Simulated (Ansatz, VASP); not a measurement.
# ZnS in VASP and in Ansatz

INCAR

```
SYSTEM = ZnS
PREC     = Accurate       ! precision mode
ENCUT    = 520            ! plane-wave cutoff, eV
EDIFF    = 1E-6           ! SCF threshold, eV
ISMEAR   = 0              ! smearing method
SIGMA    = 0.05           ! smearing width, eV
LREAL    = .False.        ! projectors in reciprocal space
LASPH    = .True.         ! aspherical terms in the spheres
NELM     = 80             ! most SCF steps
ALGO     = Normal         ! electronic algorithm
ISIF     = 2              ! what is computed and relaxed
LWAVE    = .False.        ! write WAVECAR
LCHARG   = .False.        ! write CHGCAR
GGA      = PE             ! functional
NBANDS   = 46             ! bands
```

File KPOINTS:

```
Automatic mesh
0
Gamma
  6 6 6
  0 0 0
```

The input POSCAR:

```
ZnS
1.0
    5.4431279692      0.0000000000      0.0000000000
    0.0000000000     -5.4431279692      0.0000000000
    0.0000000000      0.0000000000     -5.4431279692
Zn S
4 4
Direct
    0.5000000000      0.0000000000      0.5000000000
    0.0000000000      0.5000000000      0.5000000000
    0.0000000000      0.0000000000      0.0000000000
    0.5000000000      0.5000000000      1.0000000000
    0.7500000000      0.7500000000      0.7500000000
    0.2500000000      0.2500000000      0.7500000000
    0.2500000000      0.7500000000      0.2500000000
    0.7500000000      0.2500000000      0.2500000000
```

Input for Ansatz:

```yaml
crystal:
  lattice:
    - [5.4431279692, 0.0, 0.0]
    - [0.0, -5.4431279692, 0.0]
    - [0.0, 0.0, -5.4431279692]
  atoms:
    - { symbol: Zn, position: [0.5, 0.0, 0.5] }
    - { symbol: Zn, position: [0.0, 0.5, 0.5] }
    - { symbol: Zn, position: [0.0, 0.0, 0.0] }
    - { symbol: Zn, position: [0.5, 0.5, 1.0] }
    - { symbol: S, position: [0.75, 0.75, 0.75] }
    - { symbol: S, position: [0.25, 0.25, 0.75] }
    - { symbol: S, position: [0.25, 0.75, 0.25] }
    - { symbol: S, position: [0.75, 0.25, 0.25] }
basis:
  ecutwfc: 420
kpoints:
  mp_grid: { grid: [6, 6, 6] }
hamiltonian:
  xc: pbe
scf:
  occupations: { method: gaussian, width: 0.05 }
output:
  forces: true
  stress: true
  eigenvalues: true
```

Alike in both runs: task single point; functional PBE; k mesh 6 × 6 × 6; occupations gaussian, width 0.05 eV; no spin polarisation.

|  | VASP | Ansatz |
| --- | --- | --- |
| version | VASP 6.6.1 | Ansatz 0.2.0 |
| potentials or method | VASP PAW PBE potentials, release 64 (Zn, S), cutoff 520 eV | scalar-relativistic, plane waves, PAW |
| valence electrons in the cell | 72 | 72 |

|  | VASP | Ansatz | Ansatz less VASP |
| --- | --- | --- | --- |
| gap on the k mesh at the Fermi level (eV) | 2.02 | 2.02 | -0.004 |
| least direct gap on the mesh (eV) | 2.02 | 2.02 | -0.004 |
| pressure (GPa) | 0.2 | 0.0 | -0.16 |
